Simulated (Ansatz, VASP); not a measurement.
# Two plane-wave programs on AgCl

Contents of INCAR:

```
SYSTEM = AgCl
ALGO = Normal ; EDIFF = 1E-8
ENCUT = 520 ; GGA = PE
ISIF = 2 ; ISMEAR = -1
LASPH = .True. ; LCHARG = .False.
LEFG = .True. ; LREAL = .False.
LWAVE = .False. ; NBANDS = 16
NELM = 60 ; PREC = Accurate
SIGMA = 0.01
```

KPOINTS

```
k-points
0
Gamma
  9 9 9
  0 0 0
```

The input POSCAR:

```
AgCl
1.0
    0.0000000000      2.7545376942      2.7545376942
    2.7545376942      0.0000000000      2.7545376942
    2.7545376942      2.7545376942      0.0000000000
Ag Cl
1 1
Direct
    0.5000000000      0.5000000000      0.5000000000
    0.0000000000      0.0000000000      0.0000000000
```

Input for Ansatz:

```yaml
crystal:
  lattice:
    - [0.0, 2.7545376942, 2.7545376942]
    - [2.7545376942, 0.0, 2.7545376942]
    - [2.7545376942, 2.7545376942, 0.0]
  atoms:
    - { symbol: Ag, position: [0.5, 0.5, 0.5] }
    - { symbol: Cl, position: [0.0, 0.0, 0.0] }
kpoints:
  mp_grid: { grid: [9, 9, 9] }
scf:
  occupations: { method: fermi_dirac, width: 0.01 }
hamiltonian:
  xc: pbe
  pseudopotentials: { kind: paw }
output:
  forces: true
  stress: true
  eigenvalues: true
  efg: { contact_densities: true }
```

Change from the starting cell: volume scaled by 0.98, PAW files.

Alike in both runs: task electric field gradients; functional PBE; k mesh 9 × 9 × 9; occupations fermi-dirac, width 0.01 eV; no spin polarisation.

```csv
,VASP,Ansatz
version,VASP 6.6.1,Ansatz 0.2.0
potentials or method,"VASP PAW PBE potentials, release 64 (Ag, Cl)","PAW with Ansatz's default frozen-core files, scalar-relativistic"
plane-wave cutoff (eV),520,420
valence electrons in the cell,18,26
```

```tsv
	VASP	Ansatz	Ansatz less VASP
gap on the k mesh at the Fermi level (eV)	0.95	0.95	+0.002
pressure (GPa)	2.5	2.7	+0.14
```

VASP's potentials hold 18 valence electrons a cell and Ansatz's 26, so a difference there can come from the potentials and not from the codes.
